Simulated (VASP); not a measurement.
# Ta (Im-3m) in VASP: a series of runs

The runs below take Ta through single point, relaxation of cell and atoms, with PBEsol.

All numbers are computed with VASP 6.6.1; they aren't measurements. Logs are shortened: lines on timing, memory, paths and dates and some standing lists are left out, and cuts for length are marked.

**1. The cell of the first run**

Symmetry: Im-3m, No. 229, cubic system. The conventional cell has a = 3.279 Å, b = 3.279 Å, c = 3.279 Å, α = 90.00°, β = 90.00°, γ = 90.00°. Ta (site symmetry m-3m) has 14 Ta at 2.84 to 3.28 Å within 3.7 Å.

**2. Single point, PBEsol**

INCAR

```
SYSTEM = Ta
ALGO = Normal ; EDIFF = 1E-6
ENCUT = 500 ; GGA = PS
GGA_COMPAT = .FALSE. ; ISIF = 2
ISMEAR = 0 ; LASPH = .TRUE.
LCHARG = .FALSE. ; LREAL = .FALSE.
LWAVE = .FALSE. ; NBANDS = 12
NELM = 120 ; PREC = Accurate
SIGMA = 0.1
```

KPOINTS

```
k-points
0
G
  9 9 9
  0 0 0
```

POSCAR

```
Ta
1.0
   -1.6393306402      1.6393306402      1.6393306402
    1.6393306402     -1.6393306402      1.6393306402
    1.6393306402      1.6393306402     -1.6393306402
Ta
1
Direct
    0.0000000000      0.0000000000      0.0000000000
```

Potentials or basis: VASP PAW PBE potentials, release 64 (Ta_pv).

Launch:

```bash
cat potpaw_PBE.64/Ta_pv/POTCAR > POTCAR
mpirun -np 1 vasp_std > vasp.out
```

OUTCAR:

```text
SYSTEM = Ta
   EDIFF = 1E-6
   ENCUT = 500
   GGA = PS
   ISIF = 2
   ISMEAR = 0
   LASPH = .TRUE.
   LREAL = .FALSE.
   NELM = 120
   PREC = Accurate

 ion  position               nearest neighbor table
   1  0.000  0.000  0.000-

  LATTYP: Found a body centered cubic cell.
 ALAT       =     3.2786612804

  Lattice vectors:

 A1 = (  -1.6393306402,   1.6393306402,   1.6393306402)
 A2 = (   1.6393306402,  -1.6393306402,   1.6393306402)
 A3 = (   1.6393306402,   1.6393306402,  -1.6393306402)

Analysis of symmetry for initial positions (statically):
=====================================================================
 Subroutine PRICEL returns:
 Original cell was already a primitive cell.

 Routine SETGRP: Setting up the symmetry group for a
 body centered cubic supercell.

 Subroutine GETGRP returns: Found 48 space group operations
 (whereof 48 operations were pure point group operations)
 out of a pool of 48 trial point group operations.

The static configuration has the point symmetry O_h .

Analysis of symmetry for dynamics (positions and initial velocities):
=====================================================================
 Subroutine PRICEL returns:
 Original cell was already a primitive cell.

 Routine SETGRP: Setting up the symmetry group for a
 body centered cubic supercell.

 Subroutine GETGRP returns: Found 48 space group operations
 (whereof 48 operations were pure point group operations)
 out of a pool of 48 trial point group operations.

The dynamic configuration has the point symmetry O_h .

 Subroutine INISYM returns: Found 48 space group operations
 (whereof 48 operations are pure point group operations),
 and found     1 'primitive' translations

----------------------------------------------------------------------------------------

                                     Primitive cell

  volume of cell :      17.6222

  direct lattice vectors                    reciprocal lattice vectors
    -1.639330640  1.639330640  1.639330640     0.000000000  0.305002534  0.305002534
     1.639330640 -1.639330640  1.639330640     0.305002534  0.000000000  0.305002534
     1.639330640  1.639330640 -1.639330640     0.305002534  0.305002534  0.000000000

  length of vectors
     2.839403959  2.839403959  2.839403959     0.431338721  0.431338721  0.431338721

  position of ions in fractional coordinates (direct lattice)
     0.000000000  0.000000000  0.000000000

  ion indices of the primitive-cell ions
   primitive index   ion index
                 1           1

----------------------------------------------------------------------------------------

 KPOINTS: k-points

Automatic generation of k-mesh.
 Grid dimensions read from file:
 generate k-points for:    9    9    9

 Generating k-lattice:

  Cartesian coordinates                     Fractional coordinates (reciprocal lattice)
     0.000000000  0.033889170  0.033889170     0.111111111  0.000000000  0.000000000
     0.033889170  0.000000000  0.033889170     0.000000000  0.111111111  0.000000000
     0.033889170  0.033889170  0.000000000     0.000000000  0.000000000  0.111111111

  Length of vectors
     0.047926525  0.047926525  0.047926525

  Shift w.r.t. Gamma in fractional coordinates (k-lattice)
     0.000000000  0.000000000  0.000000000

 Subroutine IBZKPT returns following result:
 ===========================================

 Found     35 irreducible k-points:

 Following reciprocal coordinates:
            Coordinates               Weight
  0.000000  0.000000  0.000000      1.000000
  0.111111  0.000000  0.000000     12.000000
  0.222222  0.000000  0.000000     12.000000
  0.333333  0.000000  0.000000     12.000000
  0.444444  0.000000  0.000000     12.000000
  0.111111  0.111111  0.000000     24.000000
[... 16 lines left out ...]
 -0.333333  0.444444  0.111111     48.000000
 -0.444444 -0.444444  0.111111     24.000000
 [... further k-points ...]
   k-points           NKPTS =     35   k-points in BZ     NKDIM =     35   number of bands    NBANDS=     12
   number of dos      NEDOS =    301   number of ions     NIONS =      1
   total plane-waves  NPLWV =  13824
   dimension x,y,z NGX =    24 NGY =   24 NGZ =   24
   dimension x,y,z NGXF=    48 NGYF=   48 NGZF=   48
   ions per type =               1
   NGX,Y,Z   is equivalent  to a cutoff of  14.05, 14.05, 14.05 a.u.
   NGXF,Y,Z  is equivalent  to a cutoff of  28.10, 28.10, 28.10 a.u.
 SYSTEM =  Ta
   PREC   = accura    normal or accurate (medium, high low for compatibility)
   ISTART =      0    job   : 0-new  1-cont  2-samecut
   ICHARG =      2    charge: 1-file 2-atom 10-const
   ISPIN  =      1    spin polarized calculation?
   LNONCOLLINEAR =      F non collinear calculations
   LSORBIT =      F    spin-orbit coupling
   LASPH  =      T    aspherical Exc in radial PAW
   ENCUT  =  500.0 eV  36.75 Ry    6.06 a.u.   5.18  5.18  5.18*2*pi/ulx,y,z
   NELM   =    120;   NELMIN=  2; NELMDL= -5     # of ELM steps
   EDIFF  = 0.1E-05   stopping-criterion for ELM
   LREAL  =      F    real-space projection
   EDIFFG = 0.1E-04   stopping-criterion for IOM
   NSW    =      0    number of steps for IOM
   IBRION =     -1    ionic relax: 0-MD 1-quasi-New 2-CG
   NFREE  =      0    steps in history (QN), initial steepest desc. (CG)
   ISIF   =      2    stress and relaxation
   ISYM   =      2    0-nonsym 1-usesym 2-fastsym
   POTIM  = 0.5000    time-step for ionic-motion
   TEBEG  =    0.0;   TEEND  =   0.0 temperature during run
   PSTRESS=    0.0 pullay stress
   NELECT =      11.0000    total number of electrons
   NUPDOWN=      -1.0000    fix difference up-down
   EMIN   =  10.00;   EMAX   =-10.00  energy-range for DOS
   EFERMI =   0.00;   METHOD = LEGACY
   ISMEAR =     0;   SIGMA  =   0.10  broadening in eV -4-tet -1-fermi 0-gaus
   EFERMI_NEDOS =   21; number of points for ismear=-14 and -15
   IALGO  =     38    algorithm
   IMIX   =      4    mixing-type and parameters
     AMIX     =   0.40;   BMIX     =  1.00
     AMIX_MAG =   1.60;   BMIX_MAG =  1.00
  volume/ion in A,a.u.               =      17.62       118.92
  Fermi-wavevector in a.u.,A,eV,Ry     =   1.399112  2.643938 26.633603  1.957515
  Thomas-Fermi vector in A             =   2.522204
   LORBIT       =      0    0 simple, 1 ext, 2 COOP (PROOUT), +10 PAW based schemes
   GGA     = PS    functional components
   LHFCALC =     F    Hartree Fock is set to
   AEXX    =    0.0000 exact exchange contribution
   IVDW    =     0    specifies the selected vdW correction
   LEPSILON=     F    determine dielectric tensor
   LRPA    =     F    only Hartree local field effects (RPA)
 non-spin polarized calculation
 Gauss-broadening in eV      SIGMA  =   0.10
  energy-cutoff  :      500.00
  volume of cell :       17.62
 maximum number of plane-waves:       462
 NGX is ok and might be reduce to    24
   NGX = 11   NGY = 11   NGZ = 11

 number of electron      11.0000002 magnetization

 Free energy of the ion-electron system (eV)
  ---------------------------------------------------
  ext. energy  EPLUGINS =         0.00000000
  ---------------------------------------------------
  free energy    TOTEN  =       -12.53678262 eV

  energy without entropy =      -12.52503495  energy(sigma->0) =      -12.53090879

 E-fermi :   5.5671     XC(G=0): -12.8380

 val. band max:        5.5262864061   @ k =   0.3333   0.0000   0.0000
 cond. band min:       5.5749355289   @ k =  -0.2222   0.2222   0.1111
 fundamental gap:      0.0486491228
 Fermi energy:         5.5671094864

 k-point     1 :       0.0000    0.0000    0.0000
  band No.  band energies     occupation
      1     -27.4207      2.00000
      2     -27.4207      2.00000
      3     -27.4207      2.00000
      4      -2.5161      2.00000
      5       6.2275      0.00000
      6       6.2275      0.00000
      7       6.2275      0.00000
      8       9.5740      0.00000
      9       9.5740      0.00000
     10      20.6393      0.00000
     11      20.6393      0.00000
     12      20.6393      0.00000

 k-point     2 :       0.1111    0.0000    0.0000
  band No.  band energies     occupation
      1     -27.5821      2.00000
      2     -27.4702      2.00000
      3     -27.4217      2.00000
      4      -1.9604      2.00000
      5       5.8763      0.00001
      6       6.0910      0.00000
      7       6.7819      0.00000
      8       9.0950      0.00000
      9       9.5815      0.00000
     10      20.2645      0.00000
     11      21.1017      0.00000
     12      21.6109      0.00000

 k-point     3 :       0.2222    0.0000    0.0000
  band No.  band energies     occupation
      1     -27.9740      2.00000
      2     -27.5934      2.00000
      3     -27.4243      2.00000
      4      -0.5608      2.00000
      5       5.1037      2.00000
      6       5.5217      1.47932
      7       8.3746      0.00000
      8       8.8947      0.00000
      9       9.7016      0.00000
     10      20.2605      0.00000
     11      21.2244      0.00000
     12      23.1080      0.00000
[... 286 lines left out ...]
 k-point    23 :      -0.3333    0.4444    0.1111
  band No.  band energies     occupation
      1     -28.4674      2.00000
      2     -27.9599      2.00000
      3     -27.6258      2.00000
      4       2.2003      2.00000
      5       4.1827      2.00000
      6       5.3232      1.99944
      7       8.1636      0.00000
      8      10.5785      0.00000
      9      12.7888      0.00000
     10      18.2550      0.00000
     11      20.2806      0.00000
     12      21.8359      0.00000

 k-point    24 :      -0.4444   -0.4444    0.1111
  band No.  band energies     occupation
      1     -28.5606      2.00000
      2     -28.0252      2.00000
      3     -27.6250      2.00000
      4       2.2400      2.00000
      5       4.7064      2.00000
      6       4.8705      2.00000
      7       8.1634      0.00000
      8      11.5833      0.00000
      9      14.6186      0.00000
     10      16.5124      0.00000
     11      20.2750      0.00000
     12      20.3975      0.00000

 [... further k-points ...]

------------------------ aborting loop because EDIFF is reached ----------------------------------------

  FORCE on cell =-STRESS in cart. coord.  units (eV):
  Direction    XX          YY          ZZ          XY          YZ          ZX
  --------------------------------------------------------------------------------------
  -------------------------------------------------------------------------------------
  Total        0.0206319      0.0206319      0.0206319      0.0000000      0.0000000      0.0000000
  in kB        1.8758182      1.8758182      1.8758182      0.0000000      0.0000000      0.0000000
  external PRESSURE =       1.8758182 kB  Pullay stress =       0.0000000 kB

 VOLUME and BASIS-vectors are now :
 -----------------------------------------------------------------------------
  energy-cutoff  :      500.00
  volume of cell :       17.62
      direct lattice vectors                 reciprocal lattice vectors
    -1.639330640  1.639330640  1.639330640     0.000000000  0.305002534  0.305002534
     1.639330640 -1.639330640  1.639330640     0.305002534  0.000000000  0.305002534
     1.639330640  1.639330640 -1.639330640     0.305002534  0.305002534  0.000000000

 POSITION                                       TOTAL-FORCE (eV/Angst)
 -----------------------------------------------------------------------------------
      0.00000      0.00000      0.00000        -0.000000      0.000000      0.000000
 -----------------------------------------------------------------------------------
    total drift:                               -0.000000      0.000000      0.000000

  FREE ENERGIE OF THE ION-ELECTRON SYSTEM (eV)
  ---------------------------------------------------
  free  energy   TOTEN  =       -12.5367826244 eV

  energy  without entropy=      -12.5250349541  energy(sigma->0) =      -12.53090879
```

Run time: 3.5 s. Hardware: 1 thread of AMD EPYC 9R45 (Zen 5), shared host; peak memory 0.11 GiB.

What came out:

| Quantity | Value |
| --- | --- |
| Free energy | -12.5368 eV |
| Pressure | 0.2 GPa |
| Band gap on the k mesh | zero (an odd number of electrons rules out a gap without spin polarisation) |

Caveat: the PAW data sets were made with another functional, which shifts forces and pressure a little; spin-orbit coupling is left out, which moves the levels of the heavy elements.

**3. Relaxation of cell and atoms, PBEsol**

This run uses another cell than the first one, of 18.01 Å³/atom.

INCAR

```
SYSTEM = Ta
PREC = Accurate
ENCUT = 500
EDIFF = 1E-7
ISMEAR = 0
SIGMA = 0.1
LREAL = .False.
LASPH = .True.
NELM = 120
ALGO = Normal
ISIF = 3
LWAVE = .False.
LCHARG = .False.
GGA = PS
IBRION = 2
NSW = 50
EDIFFG = -0.03
GGA_COMPAT = .False.
NELMIN = 4
```

KPOINTS

```
regular mesh
0
Gamma
  9 9 9
  0 0 0
```

POSCAR

```
Ta
1.0
   -1.6512800000      1.6512800000      1.6512800000
    1.6512800000     -1.6512800000      1.6512800000
    1.6512800000      1.6512800000     -1.6512800000
Ta
1
Direct
    0.0000000000      0.0000000000      0.0000000000
```

Potentials or basis: VASP PAW PBE potentials, release 64 (Ta_pv).

Launch:

```bash
cat potpaw_PBE.64/Ta_pv/POTCAR > POTCAR
mpirun -np 1 vasp_std > vasp.out
```

Run time: 6.6 s. Hardware: 1 thread of AMD EPYC 9R45 (Zen 5), shared host; peak memory 0.12 GiB.

The run converged. Its results:

| Item | Value |
| --- | --- |
| Free energy | -12.5369 eV |
| Relaxed volume | 17.64 Å³/atom |
| Relaxed cell | a = 2.841 Å, b = 2.841 Å, c = 2.841 Å, α = 109.47°, β = 109.47°, γ = 109.47° |
| Space group after relaxing (to 0.1 Å) | Im-3m (No. 229) |
| Energy gained by relaxing | 4.5 meV/atom |
| Ionic steps | 3 |
| Pressure after relaxing | 0.0 GPa |
| Band gap on the k mesh | zero (an odd number of electrons rules out a gap without spin polarisation) |

Step by step:
| step | energy change (eV) | largest force (eV/Å) | pressure (GPa) | volume (Å³) |
| --- | --- | --- | --- | --- |
| 1 | 0.0000 | 0.0000 | -3.78 | 18.01 |
| 2 | 0.0143 | 0.0000 | 8.80 | 16.92 |
| 3 | -0.0045 | 0.0000 | -0.03 | 17.64 |

Final structure:
```
Ta
1.0
    -1.63997    1.63997    1.63997
     1.63997   -1.63997    1.63997
     1.63997    1.63997   -1.63997
Ta
1
Direct
  0.00000 0.00000 0.00000
```

Levels at points of the mesh, in eV from the Fermi level:
| k point | band 2 | band 3 | band 4 | band 5 | band 6 | band 7 | band 8 | band 9 |
| --- | --- | --- | --- | --- | --- | --- | --- | --- |
| (0.00, 0.00, 0.00) | -32.99 | -32.99 | -8.08 | 0.66 | 0.66 | 0.66 | 4.00 | 4.00 |

Caveat: the PAW data sets were made with another functional, which shifts forces and pressure a little; spin-orbit coupling is left out, which moves the levels of the heavy elements.
